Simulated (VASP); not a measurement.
# Ba (I4/mmm) in VASP: relaxation of cell and atoms with r2SCAN

Aim: the relaxation of cell and atoms of Ba with r2SCAN.

All numbers are computed with VASP 6.6.1; they aren't measurements. Logs are shortened: lines on timing, memory, paths and dates and some standing lists are left out, and cuts for length are marked.

## 1. The cell of the first run

The structure is tetragonal, space group I4/mmm (No. 139). The conventional cell has a = 4.066 Å, b = 4.066 Å, c = 3.846 Å, α = 90.00°, β = 90.00°, γ = 90.00°. Ba (site symmetry 4/mmm) has 14 Ba at 3.46 to 4.07 Å within 4.5 Å.

## 2. Relaxation of cell and atoms, r2SCAN

Input file POSCAR:

```
Ba
1.0
   -2.0329428863      2.0329428863      1.9228806461
    2.0329428863     -2.0329428863      1.9228806461
    2.0329428863      2.0329428863     -1.9228806461
Ba
1
Direct
    0.0000000000      0.0000000000      0.0000000000
```

Input file INCAR.step1:

```
SYSTEM = Ba
PREC     = Accurate       ! precision mode
ENCUT    = 600            ! plane-wave cutoff, eV
ISMEAR   = 0              ! smearing method
SIGMA    = 0.1            ! smearing width, eV
LREAL    = .False.        ! projectors in reciprocal space
LASPH    = .True.         ! aspherical terms in the spheres
NELM     = 80             ! most SCF steps
GGA      = PE             ! functional
ALGO     = Normal         ! electronic algorithm
EDIFF    = 1E-4           ! SCF threshold, eV
LWAVE    = .True.         ! write WAVECAR
LCHARG   = .False.        ! write CHGCAR
```

Input file INCAR.step2:

```
SYSTEM = Ba
PREC     = Accurate       ! precision mode
ENCUT    = 600            ! plane-wave cutoff, eV
EDIFF    = 1E-6           ! SCF threshold, eV
ISMEAR   = 0              ! smearing method
SIGMA    = 0.1            ! smearing width, eV
LREAL    = .False.        ! projectors in reciprocal space
LASPH    = .True.         ! aspherical terms in the spheres
NELM     = 80             ! most SCF steps
ALGO     = Normal         ! electronic algorithm
ISIF     = 3              ! what is computed and relaxed
LWAVE    = .False.        ! write WAVECAR
LCHARG   = .False.        ! write CHGCAR
METAGGA  = R2SCAN         ! meta-GGA
LMIXTAU  = .True.       
IBRION   = 2              ! ionic algorithm
NSW      = 80             ! ionic steps
EDIFFG   = -0.05          ! ionic threshold
ISTART   = 1
```

Input file KPOINTS:

```
Automatic mesh
0
Gamma
  8 8 8
  0 0 0
```

Potentials or basis: VASP PAW PBE potentials, release 64 (Ba_sv).

Run with:

```console
cat potpaw_PBE.64/Ba_sv/POTCAR > POTCAR
cp INCAR.step1 INCAR
mpirun -np 1 vasp_std > vasp.out
cp INCAR.step2 INCAR
mpirun -np 1 vasp_std > vasp.out
```

OUTCAR:

```text
SYSTEM = Ba
   PREC = Accurate
   ENCUT = 600
   EDIFF = 1E-6
   ISMEAR = 0
   LREAL = .False.
   LASPH = .True.
   NELM = 80
   ISIF = 3
   METAGGA = R2SCAN
   IBRION = 2
   NSW = 80
   EDIFFG = -0.05
   ISTART = 1

 ion  position               nearest neighbor table
   1  0.000  0.000  0.000-

  LATTYP: Found a body centered tetragonal cell.
 ALAT       =     4.0658857726
 C/A-ratio  =     0.9458606334

  Lattice vectors:

 A1 = (  -2.0329428863,   2.0329428863,   1.9228806461)
 A2 = (   2.0329428863,  -2.0329428863,   1.9228806461)
 A3 = (   2.0329428863,   2.0329428863,  -1.9228806461)

Analysis of symmetry for initial positions (statically):
=====================================================================
 Subroutine PRICEL returns:
 Original cell was already a primitive cell.

 Routine SETGRP: Setting up the symmetry group for a
 body centered tetragonal supercell.

 Subroutine GETGRP returns: Found 16 space group operations
 (whereof 16 operations were pure point group operations)
 out of a pool of 16 trial point group operations.

The static configuration has the point symmetry D_4h.

Analysis of symmetry for dynamics (positions and initial velocities):
=====================================================================
 Subroutine PRICEL returns:
 Original cell was already a primitive cell.

 Routine SETGRP: Setting up the symmetry group for a
 body centered tetragonal supercell.

 Subroutine GETGRP returns: Found 16 space group operations
 (whereof 16 operations were pure point group operations)
 out of a pool of 16 trial point group operations.

The dynamic configuration has the point symmetry D_4h.

 Subroutine INISYM returns: Found 16 space group operations
 (whereof 16 operations are pure point group operations),
 and found     1 'primitive' translations

----------------------------------------------------------------------------------------

                                     Primitive cell

  volume of cell :      31.7880

  direct lattice vectors                    reciprocal lattice vectors
    -2.032942886  2.032942886  1.922880646     0.000000000  0.245948867  0.260026539
     2.032942886 -2.032942886  1.922880646     0.245948867  0.000000000  0.260026539
     2.032942886  2.032942886 -1.922880646     0.245948867  0.245948867  0.000000000

  length of vectors
     3.458783534  3.458783534  3.458783534     0.357917094  0.357917094  0.347824224

[... 63 lines left out ...]
   dimension x,y,z NGX =    28 NGY =   28 NGZ =   28
   dimension x,y,z NGXF=    56 NGYF=   56 NGZF=   56
   ions per type =               1
   NGX,Y,Z   is equivalent  to a cutoff of  13.46, 13.46, 13.46 a.u.
   NGXF,Y,Z  is equivalent  to a cutoff of  26.92, 26.92, 26.92 a.u.
 SYSTEM =  Ba
   PREC   = accura    normal or accurate (medium, high low for compatibility)
   ISTART =      1    job   : 0-new  1-cont  2-samecut
   ICHARG =      0    charge: 1-file 2-atom 10-const
   ISPIN  =      1    spin polarized calculation?
   LNONCOLLINEAR =      F non collinear calculations
   LSORBIT =      F    spin-orbit coupling
   LASPH  =      T    aspherical Exc in radial PAW
   ENCUT  =  600.0 eV  44.10 Ry    6.64 a.u.   6.91  6.91  6.91*2*pi/ulx,y,z
   NELM   =     80;   NELMIN=  2; NELMDL=  0     # of ELM steps
   EDIFF  = 0.1E-05   stopping-criterion for ELM
   LREAL  =      F    real-space projection
   EDIFFG = -.5E-01   stopping-criterion for IOM
   NSW    =     80    number of steps for IOM
   IBRION =      2    ionic relax: 0-MD 1-quasi-New 2-CG
   NFREE  =      1    steps in history (QN), initial steepest desc. (CG)
   ISIF   =      3    stress and relaxation
   ISYM   =      2    0-nonsym 1-usesym 2-fastsym
   POTIM  = 0.5000    time-step for ionic-motion
   TEBEG  =    0.0;   TEEND  =   0.0 temperature during run
   PSTRESS=    0.0 pullay stress
   NELECT =      10.0000    total number of electrons
   NUPDOWN=      -1.0000    fix difference up-down
   EMIN   =  10.00;   EMAX   =-10.00  energy-range for DOS
   EFERMI =   0.00;   METHOD = LEGACY
   ISMEAR =     0;   SIGMA  =   0.10  broadening in eV -4-tet -1-fermi 0-gaus
   EFERMI_NEDOS =   21; number of points for ismear=-14 and -15
   IALGO  =     38    algorithm
   IMIX   =      4    mixing-type and parameters
     AMIX     =   0.40;   BMIX     =  1.00
     AMIX_MAG =   1.60;   BMIX_MAG =  1.00
  volume/ion in A,a.u.               =      31.79       214.52
  Fermi-wavevector in a.u.,A,eV,Ry     =   1.113407  2.104034 16.866804  1.239675
  Thomas-Fermi vector in A             =   2.249991
   LORBIT       =      0    0 simple, 1 ext, 2 COOP (PROOUT), +10 PAW based schemes
   METAGGA = R2SCAN    functional components
   LHFCALC =     F    Hartree Fock is set to
   AEXX    =    0.0000 exact exchange contribution
   IVDW    =     0    specifies the selected vdW correction
   LEPSILON=     F    determine dielectric tensor
   LRPA    =     F    only Hartree local field effects (RPA)
 conjugate gradient relaxation of ions
 non-spin polarized calculation
 Gauss-broadening in eV      SIGMA  =   0.10
  energy-cutoff  :      600.00
  volume of cell :       31.79
 maximum number of plane-waves:      1088
   NGX = 13   NGY = 13   NGZ = 13

--------------------------------------- Ionic step        1  -------------------------------------------

 number of electron      10.0000000 magnetization

 Free energy of the ion-electron system (eV)
  ---------------------------------------------------
  ext. energy  EPLUGINS =         0.00000000
  ---------------------------------------------------
  free energy    TOTEN  =       -25.35329699 eV

  energy without entropy =      -25.34768386  energy(sigma->0) =      -25.35049043

 E-fermi :   5.1704     XC(G=0): -10.6204

 val. band max:        5.1179637497   @ k =  -0.2500   0.3750   0.1250
 cond. band min:       5.2107124547   @ k =  -0.3750  -0.3750   0.1250
 fundamental gap:      0.0927487050
 Fermi energy:         5.1703821601

 k-point     1 :       0.0000    0.0000    0.0000
  band No.  band energies     occupation
      1     -24.7780      2.00000
      2      -7.8727      2.00000
      3      -7.8727      2.00000
      4      -7.8457      2.00000
      5       2.9149      2.00000
      6       7.1815      0.00000
      7       7.8764      0.00000
      8       7.8764      0.00000
      9       9.5115      0.00000
[... 485 lines left out ...]
--------------------------------------- Ionic step        7  -------------------------------------------

 number of electron      10.0000000 magnetization

 Free energy of the ion-electron system (eV)
  ---------------------------------------------------
  ext. energy  EPLUGINS =         0.00000000
  ---------------------------------------------------
  free energy    TOTEN  =       -26.43853479 eV

  energy without entropy =      -26.43428465  energy(sigma->0) =      -26.43640972

 E-fermi :   1.5790     XC(G=0):  -7.7006

 val. band max:        1.5322672119   @ k =   0.3750   0.3750  -0.0000
 cond. band min:       1.6945048673   @ k =   0.5000   0.5000   0.2500
 fundamental gap:      0.1622376554
 Fermi energy:         1.5790175327

 k-point     1 :       0.0000    0.0000    0.0000
  band No.  band energies     occupation
      1     -28.3804      2.00000
      2     -12.9321      2.00000
      3     -12.9321      2.00000
      4     -12.9309      2.00000
      5      -1.2636      2.00000
      6       3.6393      0.00000
      7       3.7252      0.00000
      8       3.7252      0.00000
      9       4.9353      0.00000
[... 304 lines left out ...]
  FREE ENERGIE OF THE ION-ELECTRON SYSTEM (eV)
  ---------------------------------------------------
  free  energy   TOTEN  =       -26.4385347851 eV

  energy  without entropy=      -26.4342846511  energy(sigma->0) =      -26.43640972

 reached required accuracy - stopping structural energy minimisation
```

OUTCAR.step1:

```text
SYSTEM = Ba
   PREC = Accurate
   ENCUT = 600
   ISMEAR = 0
   LREAL = .False.
   LASPH = .True.
   NELM = 80
[... 505 lines left out ...]
 -----------------------------------------------------------------------------------
      0.00000      0.00000      0.00000        -0.000000      0.000000      0.000000
 -----------------------------------------------------------------------------------
    total drift:                               -0.000000      0.000000     -0.000000

  FREE ENERGIE OF THE ION-ELECTRON SYSTEM (eV)
  ---------------------------------------------------
  free  energy   TOTEN  =        -0.8747508162 eV

  energy  without entropy=       -0.8672730204  energy(sigma->0) =       -0.87101192
```

OSZICAR.step1:

```text
N       E                     dE             d eps       ncg     rms          rms(c)
DAV:   1     0.513974052915E+02    0.51397E+02   -0.54903E+03  1070   0.112E+03
DAV:   2     0.172020843933E+00   -0.51225E+02   -0.50153E+02  1394   0.165E+02
DAV:   3    -0.974560495326E+00   -0.11466E+01   -0.11295E+01  1257   0.272E+01
DAV:   4    -0.991742652079E+00   -0.17182E-01   -0.17168E-01  1497   0.280E+00
DAV:   5    -0.991982898452E+00   -0.24025E-03   -0.24023E-03  1358   0.220E-01    0.600E+00
DAV:   6    -0.906098973778E+00    0.85884E-01   -0.92087E-02  1175   0.236E+00    0.323E+00
DAV:   7    -0.874934341928E+00    0.31165E-01   -0.97993E-02  1476   0.237E+00    0.262E-01
DAV:   8    -0.874772927578E+00    0.16141E-03   -0.19156E-03  1392   0.382E-01    0.420E-02
DAV:   9    -0.874750816208E+00    0.22111E-04   -0.54168E-05   717   0.624E-02
   1 F= -.87475082E+00 E0= -.87101192E+00  d E =-.747780E-02
```

Wall time 11 min (1 thread of Intel Xeon 8259CL, shared host); peak memory 0.19 GiB.

What came out:

```
Free energy                           : -26.4385 eV
Relaxed volume                        : 65.45 Å³/atom
Relaxed cell                          : a = 4.397 Å, b = 4.397 Å, c = 4.397 Å, α = 109.09°, β = 109.09°, γ = 110.24°
Space group after relaxing (to 0.1 Å) : Im-3m (No. 229)
Energy gained by relaxing             : 1085.2 meV/atom
Ionic steps                           : 7
Pressure after relaxing               : -0.1 GPa
Band gap on the k mesh                : zero (bands 5 and 6 overlap by 1.08 eV)
```

Step by step:
```csv
step,energy change (eV),largest force (eV/Å),pressure (GPa),volume (Å³)
1,0.0000,0.0000,16.19,31.79
2,-0.9239,0.0000,3.73,48.97
3,-1.0738,0.0000,0.71,60.68
4,-1.0828,0.0000,0.06,64.61
5,-1.0828,0.0000,-0.05,65.43
6,-1.0837,0.0000,-0.06,65.44
7,-1.0852,0.0000,-0.06,65.45
```

Final structure:
```
CELL_PARAMETERS angstrom
-2.55071 2.55071 2.51477
2.55071 -2.55071 2.51477
2.55071 2.55071 -2.51477
ATOMIC_POSITIONS crystal
Ba 0.00000 0.00000 0.00000
```

Levels at points of the mesh, in eV from the Fermi level:
```tsv
k point	band 2	band 3	band 4	band 5	band 6	band 7	band 8	band 9
(0.00, 0.00, 0.00)	-14.51	-14.51	-14.51	-2.84	2.06	2.15	2.15	3.36
(0.50, 0.00, 0.00)	-14.93	-14.64	-14.52	-0.83	0.88	1.13	3.49	4.03
(0.50, 0.50, 0.00)	-14.93	-14.64	-14.51	-0.83	0.97	1.09	3.38	3.96
(0.50, 0.50, 0.50)	-14.80	-14.80	-14.79	-0.56	-0.53	4.48	4.48	4.91
```

Caveat: the volume moved by over 15 % at a fixed basis, so the end points are rough; the PAW data sets were made with another functional, which shifts forces and pressure a little; spin-orbit coupling is left out, which moves the levels of the heavy elements.
